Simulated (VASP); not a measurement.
# PbS (C2/m) in VASP: a series of runs, part 2 of 2

VASP 6.6.1. The steps go on from the part before.

## Step 4: Single point, r2SCAN

Input file POSCAR:

```
PbS
1.0
    2.9546766125     -2.9689065328      0.2885572983
    2.9546766125      2.9689065328      0.2885572983
   -0.5836033582      0.0000000000      5.9261748063
Pb S
2 2
Direct
    0.7499848290      0.7499848290      0.7500022824
    0.2500151710      0.2500151710      0.2499977176
    0.2500755424      0.2500755424      0.7500279570
    0.7499244576      0.7499244576      0.2499720430
```

Input file INCAR.step1:

```
ALGO     = Normal         # electronic algorithm
EDIFF    = 1E-4           # SCF threshold, eV
ENCUT    = 520            # plane-wave cutoff, eV
GGA      = PE             # functional
ISMEAR   = 0              # smearing method
LASPH    = T              # aspherical terms in the spheres
LCHARG   = F              # write CHGCAR
LREAL    = F              # projectors in reciprocal space
LWAVE    = T              # write WAVECAR
NBANDS   = 28             # bands
NELM     = 100            # most SCF steps
PREC     = Accurate       # precision mode
SIGMA    = 0.01           # smearing width, eV
```

Input file INCAR.step2:

```
ALGO     = Normal         # electronic algorithm
EDIFF    = 1E-7           # SCF threshold, eV
ENCUT    = 520            # plane-wave cutoff, eV
ISIF     = 2              # what is computed and relaxed
ISMEAR   = 0              # smearing method
ISTART   = 1            
LASPH    = T              # aspherical terms in the spheres
LCHARG   = T              # write CHGCAR
LELF     = T              # ELF
LMIXTAU  = T            
LREAL    = F              # projectors in reciprocal space
LVHAR    = T            
LWAVE    = F              # write WAVECAR
METAGGA  = R2SCAN         # meta-GGA
NBANDS   = 28             # bands
NELM     = 100            # most SCF steps
PREC     = Accurate       # precision mode
SIGMA    = 0.01           # smearing width, eV
```

Input file KPOINTS:

```
k-points
0
Gamma
  4 4 4
```

Potentials or basis: VASP PAW PBE potentials, release 64 (Pb_d, S).

Started as:

```bash
$ cat potpaw_PBE.64/Pb_d/POTCAR potpaw_PBE.64/S/POTCAR > POTCAR
$ cp INCAR.step1 INCAR
$ mpirun -np 1 vasp_std > vasp.out
$ cp INCAR.step2 INCAR
$ mpirun -np 1 vasp_std > vasp.out
```

OUTCAR:

```text
EDIFF = 1E-7
   ENCUT = 520
   ISIF = 2
   ISMEAR = 0
   ISTART = 1
   LASPH = T
   LREAL = F
   METAGGA = R2SCAN
   NELM = 100
   PREC = Accurate

 ion  position               nearest neighbor table
   1  0.750  0.750  0.750-   3 2.97   3 2.97   3 2.97   3 2.97   4 2.98   4 2.98
   2  0.250  0.250  0.250-   4 2.97   4 2.97   4 2.97   4 2.97   3 2.98   3 2.98
   3  0.250  0.250  0.750-   1 2.97   1 2.97   1 2.97   1 2.97   2 2.98   2 2.98
   4  0.750  0.750  0.250-   2 2.97   2 2.97   2 2.97   2 2.97   1 2.98   1 2.98

[... 943 lines left out ...]
  Direction    XX          YY          ZZ          XY          YZ          ZX
  --------------------------------------------------------------------------------------
  -------------------------------------------------------------------------------------
  Total        0.7860134      0.7858776      0.4855446      0.0000000      0.0000000      0.0413239
  in kB       11.9970008     11.9949279      7.4109160      0.0000000      0.0000000      0.6307311
  external PRESSURE =      10.4676149 kB  Pullay stress =       0.0000000 kB

 VOLUME and BASIS-vectors are now :
 -----------------------------------------------------------------------------
  energy-cutoff  :      520.00
  volume of cell :      104.97
      direct lattice vectors                 reciprocal lattice vectors
     2.954676613 -2.968906533  0.288557298     0.167611244 -0.168412173  0.016506176
     2.954676613  2.968906533  0.288557298     0.167611244  0.168412173  0.016506176
    -0.583603358  0.000000000  5.926174806    -0.016322653  0.000000000  0.167135476

 POSITION                                       TOTAL-FORCE (eV/Angst)
 -----------------------------------------------------------------------------------
      3.99422      0.00000      4.87747         0.000080      0.000000      0.000097
      1.33153      0.00000      1.62582        -0.000080      0.000000     -0.000097
      1.04007      0.00000      4.58912        -0.000295      0.000000     -0.000028
      4.28568      0.00000      1.91417         0.000295      0.000000      0.000028
 -----------------------------------------------------------------------------------
    total drift:                                0.000000      0.000000     -0.000000

  FREE ENERGIE OF THE ION-ELECTRON SYSTEM (eV)
  ---------------------------------------------------
  free  energy   TOTEN  =      -131.1884343762 eV

  energy  without entropy=     -131.1884343762  energy(sigma->0) =     -131.18843438
```

OSZICAR.step1:

```text
N       E                     dE             d eps       ncg     rms          rms(c)
DAV:   1     0.419104786380E+03    0.41910E+03   -0.19074E+04  1344   0.155E+03
DAV:   2     0.293575810401E+02   -0.38975E+03   -0.37857E+03  1356   0.401E+02
DAV:   3    -0.162645266165E+02   -0.45622E+02   -0.44621E+02  1728   0.154E+02
DAV:   4    -0.183781071960E+02   -0.21136E+01   -0.21054E+01  1560   0.343E+01
DAV:   5    -0.184670211579E+02   -0.88914E-01   -0.88903E-01  1820   0.736E+00    0.642E+00
DAV:   6    -0.174688576555E+02    0.99816E+00   -0.23921E+00  1872   0.962E+00    0.414E+00
DAV:   7    -0.174802778791E+02   -0.11420E-01   -0.41341E-01  1448   0.264E+00    0.271E+00
DAV:   8    -0.174923275925E+02   -0.12050E-01   -0.71641E-02  1652   0.232E+00    0.130E+00
DAV:   9    -0.174858776910E+02    0.64499E-02   -0.17560E-02  1828   0.115E+00    0.230E-01
DAV:  10    -0.174863076042E+02   -0.42991E-03   -0.24462E-03  1424   0.233E-01    0.920E-02
DAV:  11    -0.174863334606E+02   -0.25856E-04   -0.14772E-04  1112   0.112E-01
   1 F= -.17486333E+02 E0= -.17486333E+02  d E =-.483672E-50
```

Run time: 4.5 min. Hardware: 1 thread of AMD EPYC 7R43 (Zen 3), shared host; peak memory 0.21 GiB.

Results:

| Quantity | Value |
| --- | --- |
| Free energy | -131.1884 eV |
| Pressure | 1.0 GPa |
| Band gap on the k mesh | 0.64 eV |

Levels at points of the mesh, in eV from the valence-band top:
| k point | band 17 | band 18 | band 19 | band 20 | band 21 | band 22 | band 23 | band 24 |
| --- | --- | --- | --- | --- | --- | --- | --- | --- |
| (0.00, 0.00, 0.00) | -3.57 | -2.31 | -2.31 | -2.28 | 4.18 | 5.49 | 5.56 | 5.56 |
| (0.50, 0.00, 0.00) | -2.01 | -2.01 | -0.80 | -0.80 | 1.70 | 1.70 | 2.67 | 2.67 |
| (0.50, 0.50, 0.00) | -3.59 | -3.59 | -3.56 | -3.56 | 4.17 | 4.17 | 6.00 | 6.00 |
| (0.00, 0.00, 0.50) | -2.96 | -2.96 | -1.80 | -1.80 | 2.70 | 2.70 | 5.08 | 5.08 |
| (0.50, 0.00, 0.50) | -1.90 | -1.90 | 0.00 | 0.00 | 0.64 | 0.64 | 2.18 | 2.19 |
| (0.50, 0.50, 0.50) | -4.57 | -4.56 | -1.12 | -1.12 | 2.46 | 2.46 | 5.02 | 5.02 |

Caveat: the PAW data sets were made with another functional, which shifts forces and pressure a little; spin-orbit coupling is left out, which moves the levels of the heavy elements. A k mesh can miss the band edges.

## Step 5: Summary

```tsv
level	k mesh	gap on the mesh (eV)	pressure (GPa)
r2SCAN	2 × 2 × 2	0.56	5.6
PBEsol	4 × 4 × 4	0.27	-1.1
r2SCAN	4 × 4 × 4	0.64	1.0
```

Alike in all rows: task single point; potentials or basis VASP PAW PBE potentials, release 64 (Pb_d, S); no spin polarisation; cell as given; cutoff (eV) 520; smearing gaussian 0.01 eV.

Caveats: some runs use coarse meshes; the PAW data sets were made with another functional, which shifts forces and pressure a little; spin-orbit coupling is left out, which moves the levels of the heavy elements.

Absolute energies hang on the potentials; compare differences alone.
